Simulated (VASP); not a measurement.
# MgO (Fm-3m) in VASP: vibrations by perturbation theory with PBEsol

Aim: the vibrations by perturbation theory of MgO with PBEsol.

Everything below comes from runs of VASP 6.6.1. Logs are shortened: lines on timing, memory, paths and dates and some standing lists are left out, and cuts for length are marked.

### 1 The cell of the first run

Symmetry: Fm-3m, No. 225, cubic system. Conventional cell: a = 4.214 Å, b = 4.214 Å, c = 4.214 Å, α = 90.00°, β = 90.00°, γ = 90.00°. Within 2.8 Å of Mg (site symmetry m-3m) lie 6 O at 2.11 Å. Within 2.8 Å of O (site symmetry m-3m) lie 6 Mg at 2.11 Å.

### 2 Vibrations by perturbation theory, PBEsol

The input, INCAR:

```
SYSTEM = MgO
PREC = Accurate
ENCUT = 520
EDIFF = 1E-8
ISMEAR = 0
SIGMA = 0.01
LREAL = .False.
LASPH = .True.
NELM = 100
ALGO = Normal
ISIF = 2
LWAVE = .False.
LCHARG = .True.
GGA = PS
IBRION = 8
NSW = 1
LEPSILON = .True.
```

The input, KPOINTS:

```
Automatic mesh
0
Gamma
  8 8 8
  0 0 0
```

The input, POSCAR:

```
MgO
1.0
    0.0000000000      2.1070232013      2.1070232013
    2.1070232013      0.0000000000      2.1070232013
    2.1070232013      2.1070232013      0.0000000000
Mg O
1 1
Direct
    0.0000000000      0.0000000000      0.0000000000
    0.5000000000      0.5000000000      0.5000000000
```

Potentials or basis: VASP PAW PBE potentials, release 64 (Mg, O).

Command:

```sh
$ cat potpaw_PBE.64/Mg/POTCAR potpaw_PBE.64/O/POTCAR > POTCAR
$ mpirun -np 1 vasp_std > vasp.out
```

OUTCAR:

```text
SYSTEM = MgO
   PREC = Accurate
   ENCUT = 520
   EDIFF = 1E-8
   ISMEAR = 0
   LREAL = .False.
   LASPH = .True.
   NELM = 100
   ISIF = 2
   GGA = PS
   IBRION = 8
   NSW = 1
   LEPSILON = .True.

 ion  position               nearest neighbor table
   1  0.000  0.000  0.000-   2 2.11   2 2.11   2 2.11   2 2.11   2 2.11   2 2.11
   2  0.500  0.500  0.500-   1 2.11   1 2.11   1 2.11   1 2.11   1 2.11   1 2.11

  LATTYP: Found a face centered cubic cell.
 ALAT       =     4.2140464026

  Lattice vectors:

 A1 = (   0.0000000000,   2.1070232013,   2.1070232013)
 A2 = (   2.1070232013,   0.0000000000,   2.1070232013)
 A3 = (   2.1070232013,   2.1070232013,   0.0000000000)

Analysis of symmetry for initial positions (statically):
=====================================================================
 Subroutine PRICEL returns:
 Original cell was already a primitive cell.

 Routine SETGRP: Setting up the symmetry group for a
 face centered cubic supercell.

 Subroutine GETGRP returns: Found 48 space group operations
 (whereof 48 operations were pure point group operations)
 out of a pool of 48 trial point group operations.

The static configuration has the point symmetry O_h .

Analysis of symmetry for dynamics (positions and initial velocities):
=====================================================================
 Subroutine PRICEL returns:
 Original cell was already a primitive cell.

 Routine SETGRP: Setting up the symmetry group for a
 face centered cubic supercell.

 Subroutine GETGRP returns: Found 48 space group operations
 (whereof 48 operations were pure point group operations)
 out of a pool of 48 trial point group operations.

The dynamic configuration has the point symmetry O_h .

 Subroutine INISYM returns: Found 48 space group operations
 (whereof 48 operations are pure point group operations),
 and found     1 'primitive' translations

----------------------------------------------------------------------------------------

                                     Primitive cell

  volume of cell :      18.7085

  direct lattice vectors                    reciprocal lattice vectors
     0.000000000  2.107023201  2.107023201    -0.237301611  0.237301611  0.237301611
     2.107023201  0.000000000  2.107023201     0.237301611 -0.237301611  0.237301611
     2.107023201  2.107023201  0.000000000     0.237301611  0.237301611 -0.237301611

  length of vectors
     2.979780788  2.979780788  2.979780788     0.411018447  0.411018447  0.411018447

  position of ions in fractional coordinates (direct lattice)
     0.000000000  0.000000000  0.000000000
     0.500000000  0.500000000  0.500000000

  ion indices of the primitive-cell ions
   primitive index   ion index
                 1           1
                 2           2

----------------------------------------------------------------------------------------

 KPOINTS: Automatic mesh

Automatic generation of k-mesh.
 Grid dimensions read from file:
 generate k-points for:    8    8    8

 Generating k-lattice:

  Cartesian coordinates                     Fractional coordinates (reciprocal lattice)
    -0.029662701  0.029662701  0.029662701     0.125000000  0.000000000  0.000000000
     0.029662701 -0.029662701  0.029662701     0.000000000  0.125000000  0.000000000
     0.029662701  0.029662701 -0.029662701     0.000000000  0.000000000  0.125000000

  Length of vectors
     0.051377306  0.051377306  0.051377306

  Shift w.r.t. Gamma in fractional coordinates (k-lattice)
     0.000000000  0.000000000  0.000000000

 Subroutine IBZKPT returns following result:
 ===========================================

 Found     29 irreducible k-points:

 Following reciprocal coordinates:
            Coordinates               Weight
[... 370 lines left out ...]
  volume of cell :       18.71
      direct lattice vectors                 reciprocal lattice vectors
     0.000000000  2.107023201  2.107023201    -0.237301611  0.237301611  0.237301611
     2.107023201  0.000000000  2.107023201     0.237301611 -0.237301611  0.237301611
     2.107023201  2.107023201  0.000000000     0.237301611  0.237301611 -0.237301611

 POSITION                                       TOTAL-FORCE (eV/Angst)
 -----------------------------------------------------------------------------------
      0.00000      0.00000      0.00000        -0.000000     -0.000000      0.000000
      2.10702      2.10702      2.10702         0.000000      0.000000     -0.000000
 -----------------------------------------------------------------------------------
    total drift:                               -0.000000     -0.000000      0.000000

  FREE ENERGIE OF THE ION-ELECTRON SYSTEM (eV)
  ---------------------------------------------------
  free  energy   TOTEN  =       -12.5124468703 eV

  energy  without entropy=      -12.5124468703  energy(sigma->0) =      -12.51244687

 HEAD OF MICROSCOPIC STATIC DIELECTRIC TENSOR (INDEPENDENT PARTICLE, excluding Hartree and local field effects)
 ------------------------------------------------------
           3.258104     0.000000     0.000000
           0.000000     3.258104     0.000000
          -0.000000     0.000000     3.258104
 ------------------------------------------------------

 Free energy of the ion-electron system (eV)
  ---------------------------------------------------
  ---------------------------------------------------
  free energy    TOTEN  =        -0.12229875 eV

  energy without entropy =       -0.12229875

------------------------ aborting loop because EDIFF is reached ----------------------------------------

--------------------------------------- Ionic step        2  -------------------------------------------

------------------------ aborting loop because EDIFF is reached ----------------------------------------

--------------------------------------- Ionic step        3  -------------------------------------------

------------------------ aborting loop because EDIFF is reached ----------------------------------------

 PIEZOELECTRIC TENSOR FIELD DIRECTION 3  (e Angst)
 -----------------------------------------------------------------------------
    -0.00012  0.00000 -0.00000           ( -0.00001  0.00000 -0.00000)
     0.00000 -0.00012 -0.00000           (  0.00000 -0.00001  0.00000)
    -0.00000  0.00000 -0.00021           ( -0.00000  0.00000 -0.00001)

 PIEZOELECTRIC TENSOR FIELD DIRECTION 3  (C/m^2)
 -----------------------------------------------------------------------------
    -0.00011  0.00000 -0.00000
     0.00000 -0.00011 -0.00000
    -0.00000  0.00000 -0.00018

--------------------------------------- Ionic step        4  -------------------------------------------

------------------------ aborting loop because EDIFF is reached ----------------------------------------

[... ionic steps 5 to 6 ...]

--------------------------------------- Ionic step        7  -------------------------------------------

 Free energy of the ion-electron system (eV)
  ---------------------------------------------------
  ---------------------------------------------------
  free energy    TOTEN  =        -0.35754034 eV

  energy without entropy =       -0.35754034

------------------------ aborting loop because EDIFF is reached ----------------------------------------

 INTERNAL STRAIN TENSOR  FOR ION    2  DIRECTION 1   (eV/Angst):
 -----------------------------------------------------------------------------
    -0.00538 -0.00000 -0.00000
     0.00000  0.00708 -0.00000
     0.00000 -0.00000  0.00708

 MACROSCOPIC STATIC DIELECTRIC TENSOR (including local field effects in DFT)
 ------------------------------------------------------
           3.171601    -0.000000     0.000000
           0.000000     3.171601     0.000000
           0.000000    -0.000000     3.171601
 ------------------------------------------------------

 PIEZOELECTRIC TENSOR (including local field effects)  for field in x, y, z        (e  Angst)
          XX          YY          ZZ          XY          YZ          ZX
  --------------------------------------------------------------------------------
  x     0.00000     0.00000     0.00000     0.00000     0.00000     0.00000
  y     0.00000     0.00000     0.00000     0.00000     0.00000     0.00000
  z     0.00000     0.00000     0.00000     0.00000     0.00000     0.00000

 PIEZOELECTRIC TENSOR (including local field effects)  for field in x, y, z        (C/m^2)
          XX          YY          ZZ          XY          YZ          ZX
  --------------------------------------------------------------------------------
  x     0.00000     0.00000     0.00000     0.00000     0.00000     0.00000
  y     0.00000     0.00000     0.00000     0.00000     0.00000     0.00000
  z     0.00000     0.00000     0.00000     0.00000     0.00000     0.00000

 BORN EFFECTIVE CHARGES (including local field effects) (in |e|, cummulative output)
 ---------------------------------------------------------------------------------
 ion    1
    1     1.96682    -0.00000     0.00000
    2    -0.00000     1.96682     0.00000
    3     0.00000     0.00000     1.96682
 ion    2
    1    -1.96682     0.00000    -0.00000
    2     0.00000    -1.96682     0.00000
    3     0.00000    -0.00000    -1.96682

 INTERNAL STRAIN TENSOR FOR ION    2 for displacements in x,y,z  (eV/Angst):
          X           Y           Z          XY          YZ          ZX
  --------------------------------------------------------------------------------
  x     0.00000     0.00000     0.00000     0.00000     0.00000     0.00000
  y     0.00000     0.00000     0.00000     0.00000     0.00000     0.00000
  z     0.00000     0.00000     0.00000     0.00000     0.00000     0.00000

 SECOND DERIVATIVES (NOT SYMMETRIZED)
 ------------------------------------
               1X          1Y          1Z          2X          2Y          2Z
  1X    -5.389800    0.000000    0.000000    5.389800    0.000000    0.000000
  1Y     0.000000   -5.389800    0.000000    0.000000    5.389800    0.000000
  1Z     0.000000    0.000000   -5.389800    0.000000    0.000000    5.389800
  2X     5.413672    0.000000    0.000000   -5.413672    0.000000    0.000000
  2Y     0.000000    5.413672    0.000000    0.000000   -5.413672    0.000000
  2Z     0.000000    0.000000    5.413672    0.000000    0.000000   -5.413672

 Eigenvectors and eigenvalues of the dynamical matrix
 ----------------------------------------------------

   1 f  =   11.700062 THz    73.513657 2PiTHz  390.272054 cm-1    48.387546 meV
             X         Y         Z           dx          dy          dz
      0.000000  0.000000  0.000000     0.605292    0.171864    0.000000
      2.107023  2.107023  2.107023    -0.747674   -0.212291    0.000000
[... 21 lines left out ...]
   6 f/i=    0.012643 THz     0.079439 2PiTHz    0.421727 cm-1     0.052287 meV
             X         Y         Z           dx          dy          dz
      0.000000  0.000000  0.000000     0.734398   -0.254449    0.000000
      2.107023  2.107023  2.107023     0.594544   -0.205993    0.000000

--------------------------------------------------------------------------------------------------------

 MACROSCOPIC STATIC DIELECTRIC TENSOR IONIC CONTRIBUTION
 ------------------------------------------------------
           6.926622    -0.000000    -0.000000
          -0.000000     6.926622    -0.000000
          -0.000000    -0.000000     6.926622
 ------------------------------------------------------

 ELASTIC MODULI CONTR FROM IONIC RELAXATION (kBar)
 Direction    XX          YY          ZZ          XY          YZ          ZX
 --------------------------------------------------------------------------------
 XX           0.0000      0.0000      0.0000      0.0000      0.0000      0.0000
 YY           0.0000      0.0000      0.0000      0.0000      0.0000      0.0000
 ZZ           0.0000      0.0000      0.0000      0.0000      0.0000      0.0000
 XY           0.0000      0.0000      0.0000      0.0000      0.0000      0.0000
 YZ           0.0000      0.0000      0.0000      0.0000      0.0000      0.0000
 ZX           0.0000      0.0000      0.0000      0.0000      0.0000      0.0000
 --------------------------------------------------------------------------------

 PIEZOELECTRIC TENSOR IONIC CONTR  for field in x, y, z        (C/m^2)
          XX          YY          ZZ          XY          YZ          ZX
  --------------------------------------------------------------------------------
  x     0.00000     0.00000     0.00000     0.00000     0.00000     0.00000
  y     0.00000     0.00000     0.00000     0.00000     0.00000     0.00000
  z     0.00000     0.00000     0.00000     0.00000     0.00000     0.00000
```

It took 67 s on 1 thread of Intel Xeon Platinum 8259CL at 2.50GHz (Skylake/Cascade Lake), shared host; peak memory 0.17 GiB.

What came out:

- Electronic dielectric tensor (diagonal): 3.17
- Born charges (mean of the diagonal): Mg +1.97; O -1.97 e
- Highest phonon frequency at Γ, LO-TO splitting left out: 390 cm⁻¹

Phonon frequencies in cm⁻¹ (negative: imaginary):
```csv
q point,frequencies
"(0.000, 0.000, 0.000)",0 0 0 390 390 390
```

Electronic dielectric tensor:
```
3.17 0.00 0.00
0.00 3.17 0.00
0.00 0.00 3.17
```

Born effective charge tensors (e):
atom 1, Mg
```
1.97 0.00 0.00
0.00 1.97 0.00
0.00 0.00 1.97
```
atom 2, O
```
-1.97  0.00  0.00
 0.00 -1.97  0.00
 0.00  0.00 -1.97
```
